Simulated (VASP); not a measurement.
Runs of VASP 6.6.1 on AgW. The structure is that of space group Fm-3m (No. 225), or close to it. The cells are those of the table. 

| task | cell | k mesh | cutoff (eV) | gap on the mesh (eV) | pressure (GPa) | relaxed volume (Å³/atom) |
| --- | --- | --- | --- | --- | --- | --- |
| relaxation of cell and atoms | relaxed from a = 3.779 Å, angles 60.0°, 2 atoms | 18 × 18 × 18 | 600 | none | 0.0 | (a) |
| relaxation of cell and atoms | relaxed from a = 3.721 Å, angles 60.0°, 2 atoms | 6 × 6 × 6 | 600 | none | -0.1 | 19.05 |
| single point | a = 3.775 Å, angles 60.0°, 2 atoms | 18 × 18 × 18 | 520 | none | 0.0 | - |
| single point | a = 3.779 Å, angles 60.0°, 2 atoms | 6 × 6 × 6 | 520 | none | -0.3 | - |

Alike in all rows: level PBE; potentials or basis VASP PAW PBE potentials, release 64 (Ag, W_sv); no spin polarisation; smearing gaussian 0.1 eV.

Problem. Estimate the missing entries.

Solution. (a) 19.02.

Caveats: spin-orbit coupling is left out, which moves the levels of the heavy elements.

A k mesh can miss the band edges, and the runs leave out spin-orbit coupling on Ag, W.

A gap of «none» marks levels without a gap at the run's occupations.
